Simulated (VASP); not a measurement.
Wanted: the native input for a VASP 6.6.1 run.

```yaml
Task: single point
Functional: PBEsol
Potentials_or_basis: VASP PAW PBE potentials, release 64 (Zn, Se, S)
Cutoff: 500 eV
k_mesh: 1 × 1 × 1, shifted
Occupations: fermi-dirac, width 0.05 eV
Spin: no spin polarisation
Dipole_correction: no
Mended: yes
Further_INCAR_settings: LREAL = Auto; ALGO = Normal; EDIFF = 1e-06; NBANDS = 326; ISYM = -1
```

The structure of Zn16Se13S3 lies in POSCAR:

```
Zn16Se13S3
1.0
   11.1618599047      0.0000000000      0.0000000000
    0.0000000000     11.1618599047      0.0000000000
    0.0000000000      0.0000000000     11.1618599047
Zn Se S
32 26 6
Direct
    0.9991540000      0.0008260000      0.0011240000
    0.9977640000      0.0004850000      0.4999680000
    0.9979680000      0.5000040000      0.0010860000
    0.9948370000      0.5041450000      0.4955630000
    0.5094520000      0.0013710000      0.0009040000
    0.5009350000      0.0010150000      0.5000440000
    0.5009930000      0.4913030000      0.0012650000
    0.5056140000      0.4953540000      0.4952280000
    0.2567710000      0.2544340000      0.0054390000
    0.2510080000      0.2508710000      0.4997610000
    0.2509920000      0.7494500000      0.0010900000
    0.2514260000      0.7489220000      0.4999720000
    0.7409240000      0.2506110000      0.0011850000
    0.7443390000      0.2547660000      0.4952460000
    0.7444710000      0.7535850000      0.9967500000
    0.7539830000      0.7449060000      0.4958900000
    0.2510440000      0.0000110000      0.2500160000
    0.2518450000      0.0016720000      0.7518080000
    0.2564980000      0.4941110000      0.2443030000
    0.2511720000      0.5006140000      0.7494270000
    0.7441000000      0.0063520000      0.2440800000
    0.7451240000      0.9957490000      0.7540050000
    0.7493890000      0.5003090000      0.2581420000
    0.7439470000      0.4943970000      0.7560470000
    0.9991020000      0.2505350000      0.2496920000
    0.9981180000      0.2504260000      0.7504850000
    0.9937580000      0.7446390000      0.2540390000
    0.9989600000      0.7493270000      0.7502660000
    0.5055640000      0.2544470000      0.2451500000
    0.5048520000      0.2545650000      0.7551430000
    0.5006190000      0.7491450000      0.2495260000
    0.5056750000      0.7536750000      0.7551580000
    0.1262750000      0.1265070000      0.1247520000
    0.1246510000      0.1251600000      0.6249500000
    0.1248640000      0.6233500000      0.1268210000
    0.1234250000      0.6241120000      0.6236250000
    0.6252350000      0.1265800000      0.6262720000
    0.6251460000      0.6218790000      0.1247200000
    0.6257440000      0.6233720000      0.6251400000
    0.3782070000      0.3749180000      0.6248730000
    0.3780920000      0.8763990000      0.1234380000
    0.3767810000      0.8745150000      0.6263910000
    0.8701750000      0.3748330000      0.1260330000
    0.8715980000      0.3761740000      0.6238050000
    0.8717540000      0.8745890000      0.1254550000
    0.8723250000      0.8737500000      0.6250170000
    0.3782230000      0.1279040000      0.3719670000
    0.3790450000      0.1262230000      0.8778780000
    0.3763340000      0.6217050000      0.3735760000
    0.3783460000      0.6232030000      0.8766930000
    0.8713340000      0.1261230000      0.3735600000
    0.8702780000      0.1253770000      0.8765850000
    0.8712810000      0.6244840000      0.8752150000
    0.1249450000      0.3766160000      0.3736110000
    0.1261540000      0.3746260000      0.8766430000
    0.1232600000      0.8733890000      0.3743850000
    0.1247390000      0.8748030000      0.8754130000
    0.6265870000      0.8749740000      0.3736620000
    0.6231300000      0.1279320000      0.1235950000
    0.3798250000      0.3733460000      0.1250560000
    0.8725670000      0.6229610000      0.3744060000
    0.6246250000      0.3746640000      0.3715210000
    0.6235020000      0.3735430000      0.8782580000
    0.6245440000      0.8762290000      0.8766930000
```

The input as run:

INCAR

```
SYSTEM = Zn16Se13S3
  ALGO = Normal
  EDIFF = 1E-6
  ENCUT = 500
  GGA = PS
  GGA_COMPAT = .FALSE.
  ISIF = 2
  ISMEAR = -1
  ISYM = -1
  LASPH = .TRUE.
  LCHARG = .FALSE.
  LREAL = Auto
  LWAVE = .FALSE.
  NBANDS = 326
  NELM = 120
  PREC = Accurate
  SIGMA = 0.05
```

KPOINTS

```
explicit points
1
Reciprocal
  0.25000000   0.25000000   0.25000000 1
```

Potentials or basis: VASP PAW PBE potentials, release 64 (Zn, Se, S).

Command:

```bash
$ cat potpaw_PBE.64/Zn/POTCAR potpaw_PBE.64/Se/POTCAR potpaw_PBE.64/S/POTCAR > POTCAR
$ mpirun -np 1 vasp_std > vasp.out
```

Results of the run:

```
Pressure               : 0.3 GPa
Largest force          : 0.007 eV/Å
Band gap on the k mesh : 2.48 eV
```

Caveat: the PAW data sets were made with another functional, which shifts forces and pressure a little; a shifted mesh leaves out Γ, where band edges can lie.

Run time: 32 min on 1 thread of AMD EPYC 7R43 64-Core Processor (Zen 3), with other jobs on the host, peak memory 1.2 GiB.
